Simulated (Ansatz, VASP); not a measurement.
ZnSb2C in VASP and in Ansatz

```
Zn Sb C
1.0
     3.94465    0.00000    0.00000
     0.00000    3.94465    0.00000
     0.00000    0.00000   11.91910
Zn Sb C
2 4 2
Direct
  0.50000 0.00000 0.85473
  0.00000 0.50000 0.14527
  0.50000 0.50000 0.00000
  0.00000 0.00000 0.29744
  0.50000 0.50000 0.50000
  0.00000 0.00000 0.70256
  0.50000 0.00000 0.40116
  0.00000 0.50000 0.59884
```

Alike in both runs: task single point; functional PBE; k mesh 6 × 6 × 2; occupations fermi-dirac, width 0.02 eV; no spin polarisation.

|  | VASP | Ansatz |
| --- | --- | --- |
| version | VASP 6.6.1 | Ansatz 0.2.0 |
| potentials or method | VASP PAW PBE potentials, release 64 (Zn, Sb, C) | plane waves, PAW |
| plane-wave cutoff (eV) | 520 | 420 |
| valence electrons in the cell | 52 | 92 |

```tsv
	VASP	Ansatz	Ansatz less VASP
pressure (GPa)	-1.7	-1.8	-0.08
rms of the force components (eV/Å)	0.020	0.022	+0.0023
```

With one functional, cell and mesh, what is left measures potentials, basis and numerics. VASP's potentials hold 52 valence electrons a cell and Ansatz's 92, so a difference there can come from the potentials and not from the codes.

Neither program's run includes spin-orbit coupling.
